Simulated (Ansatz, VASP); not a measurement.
# Bi2Te2Se in VASP and in Ansatz

```xyz
5
Lattice="2.1987 1.2694 10.7705 -2.1987 1.2694 10.7705 0.0000 -2.5389 10.7705" Properties=species:S:1:pos:R:3 pbc="T T T"
Bi    0.0000    0.0000   19.6544
Bi    0.0000    0.0000   12.6571
Te    0.0000    0.0000    7.0954
Te    0.0000    0.0000   25.2161
Se    0.0000    0.0000    0.0000
```

Alike in both runs: task single point; functional PBEsol; k mesh 6 × 6 × 6; no spin polarisation.

|  | VASP | Ansatz |
| --- | --- | --- |
| version | VASP 6.6.1 | Ansatz 0.2.0 |
| potentials or method | VASP PAW PBE potentials, release 64 (Bi_d, Te, Se), cutoff 520 eV | plane waves, PAW |
| occupations | gaussian, width 0.01 eV | fixed |
| valence electrons in the cell | 48 | 78 |

|  | VASP | Ansatz | Ansatz less VASP |
| --- | --- | --- | --- |
| pressure (GPa) | -3.6 | -3.6 | -0.02 |

VASP's potentials were made for PBE, not for PBEsol. VASP's potentials hold 48 valence electrons a cell and Ansatz's 78, so a difference there can come from the potentials and not from the codes.

Spin-orbit coupling is off throughout.
